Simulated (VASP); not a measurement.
# GaN (F-43m) in VASP: further runs

The runs below take GaN through single point, relaxation of cell and atoms, with r2SCAN.

Everything below comes from runs of VASP 6.6.1. Logs are shortened: lines on timing, memory, paths and dates and some standing lists are left out, and cuts for length are marked.

## (1) The cell of the first run

It takes space group F-43m (No. 216, cubic). Conventional cell: a = 4.498 Å, b = 4.498 Å, c = 4.498 Å, α = 90.00°, β = 90.00°, γ = 90.00°. Within 2.6 Å of Ga (site symmetry -43m) lie 4 N at 1.95 Å. Within 2.6 Å of N (site symmetry -43m) lie 4 Ga at 1.95 Å.

## (2) Single point, r2SCAN

Contents of POSCAR:

```
GaN
1.0
    0.0000000000      2.2489525403      2.2489525403
    2.2489525403      0.0000000000      2.2489525403
    2.2489525403      2.2489525403      0.0000000000
Ga N
1 1
Direct
    0.0000000000      0.0000000000      0.0000000000
    0.2500000000      0.2500000000      0.2500000000
```

Contents of INCAR.step1:

```
SYSTEM = GaN
PREC = Accurate
ENCUT = 520
ISMEAR = -1
SIGMA = 0.02
LREAL = .FALSE.
LASPH = .TRUE.
NELM = 80
NBANDS = 16
GGA = PE
ALGO = Normal
EDIFF = 1E-4
LWAVE = .TRUE.
LCHARG = .FALSE.
```

Contents of INCAR.step2:

```
SYSTEM = GaN
PREC = Accurate
ENCUT = 520
EDIFF = 1E-6
ISMEAR = -1
SIGMA = 0.02
LREAL = .FALSE.
LASPH = .TRUE.
NELM = 80
ALGO = Normal
ISIF = 2
LWAVE = .FALSE.
LCHARG = .FALSE.
METAGGA = R2SCAN
LMIXTAU = .TRUE.
NBANDS = 16
ISTART = 1
```

Contents of KPOINTS:

```
Automatic mesh
0
G
  8 8 8
  0 0 0
```

Potentials or basis: VASP PAW PBE potentials, release 64 (Ga_d, N).

Launch:

```sh
cat potpaw_PBE.64/Ga_d/POTCAR potpaw_PBE.64/N/POTCAR > POTCAR
cp INCAR.step1 INCAR
mpirun -np 1 vasp_std > vasp.out
cp INCAR.step2 INCAR
mpirun -np 1 vasp_std > vasp.out
```

OUTCAR:

```text
SYSTEM = GaN
   PREC = Accurate
   ENCUT = 520
   EDIFF = 1E-6
   ISMEAR = -1
   LREAL = .FALSE.
   LASPH = .TRUE.
   NELM = 80
   ISIF = 2
   METAGGA = R2SCAN
   ISTART = 1

 ion  position               nearest neighbor table
   1  0.000  0.000  0.000-   2 1.95   2 1.95   2 1.95   2 1.95
   2  0.250  0.250  0.250-   1 1.95   1 1.95   1 1.95   1 1.95

  LATTYP: Found a face centered cubic cell.
 ALAT       =     4.4979050806

  Lattice vectors:

 A1 = (   0.0000000000,   2.2489525403,   2.2489525403)
 A2 = (   2.2489525403,   0.0000000000,   2.2489525403)
 A3 = (   2.2489525403,   2.2489525403,   0.0000000000)

Analysis of symmetry for initial positions (statically):
=====================================================================
 Subroutine PRICEL returns:
 Original cell was already a primitive cell.

 Routine SETGRP: Setting up the symmetry group for a
 face centered cubic supercell.

 Subroutine GETGRP returns: Found 24 space group operations
 (whereof 24 operations were pure point group operations)
 out of a pool of 48 trial point group operations.

The static configuration has the point symmetry T_d .

Analysis of symmetry for dynamics (positions and initial velocities):
=====================================================================
 Subroutine PRICEL returns:
 Original cell was already a primitive cell.

 Routine SETGRP: Setting up the symmetry group for a
 face centered cubic supercell.

 Subroutine GETGRP returns: Found 24 space group operations
 (whereof 24 operations were pure point group operations)
 out of a pool of 48 trial point group operations.

The dynamic configuration has the point symmetry T_d .

 Subroutine INISYM returns: Found 24 space group operations
 (whereof 24 operations are pure point group operations),
 and found     1 'primitive' translations

----------------------------------------------------------------------------------------

                                     Primitive cell

  volume of cell :      22.7494

  direct lattice vectors                    reciprocal lattice vectors
     0.000000000  2.248952540  2.248952540    -0.222325723  0.222325723  0.222325723
     2.248952540  0.000000000  2.248952540     0.222325723 -0.222325723  0.222325723
     2.248952540  2.248952540  0.000000000     0.222325723  0.222325723 -0.222325723

  length of vectors
     3.180499184  3.180499184  3.180499184     0.385079448  0.385079448  0.385079448

  position of ions in fractional coordinates (direct lattice)
     0.000000000  0.000000000  0.000000000
     0.250000000  0.250000000  0.250000000

  ion indices of the primitive-cell ions
   primitive index   ion index
                 1           1
                 2           2

----------------------------------------------------------------------------------------

 KPOINTS: Automatic mesh

Automatic generation of k-mesh.
 Grid dimensions read from file:
 generate k-points for:    8    8    8

 Generating k-lattice:

  Cartesian coordinates                     Fractional coordinates (reciprocal lattice)
    -0.027790715  0.027790715  0.027790715     0.125000000  0.000000000  0.000000000
     0.027790715 -0.027790715  0.027790715     0.000000000  0.125000000  0.000000000
     0.027790715  0.027790715 -0.027790715     0.000000000  0.000000000  0.125000000

  Length of vectors
     0.048134931  0.048134931  0.048134931

  Shift w.r.t. Gamma in fractional coordinates (k-lattice)
     0.000000000  0.000000000  0.000000000

 Subroutine IBZKPT returns following result:
 ===========================================

 Found     29 irreducible k-points:

 Following reciprocal coordinates:
            Coordinates               Weight
  0.000000  0.000000  0.000000      1.000000
  0.125000  0.000000  0.000000      8.000000
  0.250000  0.000000  0.000000      8.000000
  0.375000  0.000000  0.000000      8.000000
  0.500000  0.000000  0.000000      4.000000
  0.125000  0.125000  0.000000      6.000000
[... 16 lines left out ...]
  0.500000  0.250000  0.125000     48.000000
 -0.375000  0.250000  0.125000     24.000000
 [... further k-points ...]
   k-points           NKPTS =     29   k-points in BZ     NKDIM =     29   number of bands    NBANDS=     16
   number of dos      NEDOS =    301   number of ions     NIONS =      2
   total plane-waves  NPLWV =  13824
   dimension x,y,z NGX =    24 NGY =   24 NGZ =   24
   dimension x,y,z NGXF=    48 NGYF=   48 NGZF=   48
   ions per type =               1   1
   NGX,Y,Z   is equivalent  to a cutoff of  12.54, 12.54, 12.54 a.u.
   NGXF,Y,Z  is equivalent  to a cutoff of  25.09, 25.09, 25.09 a.u.
 SYSTEM =  GaN
   PREC   = accura    normal or accurate (medium, high low for compatibility)
   ISTART =      1    job   : 0-new  1-cont  2-samecut
   ICHARG =      0    charge: 1-file 2-atom 10-const
   ISPIN  =      1    spin polarized calculation?
   LNONCOLLINEAR =      F non collinear calculations
   LSORBIT =      F    spin-orbit coupling
   LASPH  =      T    aspherical Exc in radial PAW
   ENCUT  =  520.0 eV  38.22 Ry    6.18 a.u.   5.91  5.91  5.91*2*pi/ulx,y,z
   NELM   =     80;   NELMIN=  2; NELMDL=  0     # of ELM steps
   EDIFF  = 0.1E-05   stopping-criterion for ELM
   LREAL  =      F    real-space projection
   EDIFFG = 0.1E-04   stopping-criterion for IOM
   NSW    =      0    number of steps for IOM
   IBRION =     -1    ionic relax: 0-MD 1-quasi-New 2-CG
   NFREE  =      0    steps in history (QN), initial steepest desc. (CG)
   ISIF   =      2    stress and relaxation
   ISYM   =      2    0-nonsym 1-usesym 2-fastsym
   POTIM  = 0.5000    time-step for ionic-motion
   TEBEG  =    0.0;   TEEND  =   0.0 temperature during run
   PSTRESS=    0.0 pullay stress
   NELECT =      18.0000    total number of electrons
   NUPDOWN=      -1.0000    fix difference up-down
   EMIN   =  10.00;   EMAX   =-10.00  energy-range for DOS
   EFERMI =   0.00;   METHOD = LEGACY
   ISMEAR =    -1;   SIGMA  =   0.02  broadening in eV -4-tet -1-fermi 0-gaus
   EFERMI_NEDOS =   21; number of points for ismear=-14 and -15
   IALGO  =     38    algorithm
   IMIX   =      4    mixing-type and parameters
     AMIX     =   0.40;   BMIX     =  1.00
     AMIX_MAG =   1.60;   BMIX_MAG =  1.00
  volume/ion in A,a.u.               =      11.37        76.76
  Fermi-wavevector in a.u.,A,eV,Ry     =   1.514173  2.861371 31.194330  2.292719
  Thomas-Fermi vector in A             =   2.623866
   LORBIT       =      0    0 simple, 1 ext, 2 COOP (PROOUT), +10 PAW based schemes
   METAGGA = R2SCAN    functional components
   LHFCALC =     F    Hartree Fock is set to
   AEXX    =    0.0000 exact exchange contribution
   IVDW    =     0    specifies the selected vdW correction
   LEPSILON=     F    determine dielectric tensor
   LRPA    =     F    only Hartree local field effects (RPA)
 non-spin polarized calculation
  energy-cutoff  :      520.00
  volume of cell :       22.75
 maximum number of plane-waves:       620
   NGX = 11   NGY = 11   NGZ = 11

 number of electron      18.0000009 magnetization

 Free energy of the ion-electron system (eV)
  ---------------------------------------------------
  ext. energy  EPLUGINS =         0.00000000
  ---------------------------------------------------
  free energy    TOTEN  =       -21.89603994 eV

  energy without entropy =      -21.89603994  energy(sigma->0) =      -21.89603994

 E-fermi :   5.5457     XC(G=0): -12.6705

 val. band max:        5.0829662150   @ k =   0.0000   0.0000   0.0000
 cond. band min:       7.2424723194   @ k =   0.0000   0.0000   0.0000
 fundamental gap:      2.1595061044
 Fermi energy:         5.5456693844

 k-point     1 :       0.0000    0.0000    0.0000
  band No.  band energies     occupation
      1     -11.7001      2.00000
      2      -8.7527      2.00000
      3      -8.7527      2.00000
      4      -8.7527      2.00000
      5      -8.3955      2.00000
      6      -8.3955      2.00000
[... 8 lines left out ...]
     15      24.8570      0.00000
     16      24.8570      0.00000

 k-point     2 :       0.1250    0.0000    0.0000
  band No.  band energies     occupation
      1     -11.5287      2.00000
      2      -8.7308      2.00000
      3      -8.7308      2.00000
      4      -8.6869      2.00000
      5      -8.3970      2.00000
      6      -8.3970      2.00000
[... 8 lines left out ...]
     15      23.1261      0.00000
     16      23.2508      0.00000

 k-point     3 :       0.2500    0.0000    0.0000
  band No.  band energies     occupation
      1     -11.1339      2.00000
      2      -8.6868      2.00000
      3      -8.6868      2.00000
      4      -8.3949      2.00000
      5      -8.3908      2.00000
      6      -8.3907      2.00000
[... 8 lines left out ...]
     15      22.7566      0.00000
     16      22.7566      0.00000

 k-point     4 :       0.3750    0.0000    0.0000
  band No.  band energies     occupation
      1     -10.8060      2.00000
      2      -8.6598      2.00000
      3      -8.6598      2.00000
      4      -8.3658      2.00000
      5      -8.3658      2.00000
      6      -7.7496      2.00000
[... 8 lines left out ...]
     15      24.3213      0.00000
     16      24.3213      0.00000

 k-point     5 :       0.5000    0.0000    0.0000
  band No.  band energies     occupation
      1     -10.7002      2.00000
      2      -8.6541      2.00000
      3      -8.6541      2.00000
      4      -8.3495      2.00000
      5      -8.3494      2.00000
      6      -7.2672      2.00000
[... 8 lines left out ...]
     15      25.8889      0.00000
     16      25.8890      0.00000

 k-point     6 :       0.1250    0.1250    0.0000
  band No.  band energies     occupation
      1     -11.4726      2.00000
      2      -8.7104      2.00000
      3      -8.7104      2.00000
      4      -8.6929      2.00000
      5      -8.4098      2.00000
      6      -8.3837      2.00000
[... 8 lines left out ...]
     15      25.8578      0.00000
     16      25.9774      0.00000

 k-point     7 :       0.2500    0.1250    0.0000
  band No.  band energies     occupation
      1     -11.1557      2.00000
      2      -8.6813      2.00000
      3      -8.6621      2.00000
      4      -8.5240      2.00000
      5      -8.3713      2.00000
      6      -8.3693      2.00000
[... 8 lines left out ...]
     15      24.8433      0.00000
     16      25.0180      0.00000

 k-point     8 :       0.3750    0.1250    0.0000
  band No.  band energies     occupation
      1     -10.8195      2.00000
      2      -8.6556      2.00000
      3      -8.6276      2.00000
      4      -8.4379      2.00000
      5      -8.3528      2.00000
      6      -7.8744      2.00000
[... 8 lines left out ...]
     15      24.2217      0.00000
     16      25.7099      0.00000

 k-point     9 :       0.5000    0.1250    0.0000
  band No.  band energies     occupation
      1     -10.6636      2.00000
      2      -8.6488      2.00000
      3      -8.6201      2.00000
      4      -8.3920      2.00000
      5      -8.3477      2.00000
      6      -7.2258      2.00000
[... 8 lines left out ...]
     15      24.7861      0.00000
     16      26.2511      0.00000
[... 172 lines left out ...]
 k-point    19 :       0.5000    0.3750    0.0000
  band No.  band energies     occupation
      1     -10.5135      2.00000
      2      -8.6185      2.00000
      3      -8.4656      2.00000
      4      -8.4579      2.00000
      5      -8.3268      2.00000
      6      -6.9697      2.00000
[... 8 lines left out ...]
     15      28.5644      0.00000
     16      29.3869      0.00000

 k-point    20 :      -0.3750    0.3750    0.0000
  band No.  band energies     occupation
      1     -10.5066      2.00000
      2      -8.6138      2.00000
      3      -8.4796      2.00000
      4      -8.4661      2.00000
      5      -8.3551      2.00000
      6      -6.7172      2.00000
[... 8 lines left out ...]
     15      26.6709      0.00000
     16      29.2956      0.00000

 k-point    21 :       0.5000    0.5000    0.0000
  band No.  band energies     occupation
      1     -10.4892      2.00000
      2      -8.6389      2.00000
      3      -8.4297      2.00000
      4      -8.4297      2.00000
      5      -8.3149      2.00000
      6      -6.8881      2.00000
[... 8 lines left out ...]
     15      27.9501      0.00000
     16      30.5226      0.00000

 k-point    22 :       0.3750    0.2500    0.1250
  band No.  band energies     occupation
      1     -10.8768      2.00000
      2      -8.6392      2.00000
      3      -8.6193      2.00000
      4      -8.4838      2.00000
      5      -8.3669      2.00000
      6      -8.0524      2.00000
[... 8 lines left out ...]
     15      25.1674      0.00000
     16      27.5118      0.00000

 k-point    23 :       0.5000    0.2500    0.1250
  band No.  band energies     occupation
      1     -10.6571      2.00000
      2      -8.6281      2.00000
      3      -8.5849      2.00000
      4      -8.4469      2.00000
      5      -8.3605      2.00000
      6      -7.4017      2.00000
[... 8 lines left out ...]
     15      25.3274      0.00000
     16      27.2616      0.00000

 k-point    24 :      -0.3750    0.2500    0.1250
  band No.  band energies     occupation
      1     -10.5862      2.00000
      2      -8.6321      2.00000
      3      -8.5716      2.00000
      4      -8.4182      2.00000
      5      -8.3635      2.00000
      6      -6.9746      2.00000
[... 8 lines left out ...]
     15      24.8599      0.00000
     16      27.2311      0.00000

 [... further k-points ...]
[... 5 lines left out ...]
  --------------------------------------------------------------------------------------
  -------------------------------------------------------------------------------------
  Total        0.1493306      0.1493306      0.1493306      0.0000000      0.0000000      0.0000000
  in kB       10.5169162     10.5169162     10.5169162      0.0000000      0.0000000      0.0000000
  external PRESSURE =      10.5169162 kB  Pullay stress =       0.0000000 kB

 VOLUME and BASIS-vectors are now :
 -----------------------------------------------------------------------------
  energy-cutoff  :      520.00
  volume of cell :       22.75
      direct lattice vectors                 reciprocal lattice vectors
     0.000000000  2.248952540  2.248952540    -0.222325723  0.222325723  0.222325723
     2.248952540  0.000000000  2.248952540     0.222325723 -0.222325723  0.222325723
     2.248952540  2.248952540  0.000000000     0.222325723  0.222325723 -0.222325723

 POSITION                                       TOTAL-FORCE (eV/Angst)
 -----------------------------------------------------------------------------------
      0.00000      0.00000      0.00000         0.000000      0.000000      0.000000
      1.12448      1.12448      1.12448        -0.000000     -0.000000     -0.000000
 -----------------------------------------------------------------------------------
    total drift:                                0.000008      0.000008      0.000008

  FREE ENERGIE OF THE ION-ELECTRON SYSTEM (eV)
  ---------------------------------------------------
  free  energy   TOTEN  =       -21.8960399373 eV

  energy  without entropy=      -21.8960399373  energy(sigma->0) =      -21.89603994
```

It took 25 s on 1 thread of AMD EPYC 9R45 (Zen 5), shared host; peak memory 0.12 GiB.

What came out:

- Free energy: -21.8960 eV
- Pressure: 1.1 GPa
- Band gap on the k mesh: 2.16 eV

Caveat: the structure was generated, so it needn't be the stable form of GaN; the PAW data sets were made with another functional, which shifts forces and pressure a little.

(Continued in part 2 of 2.)
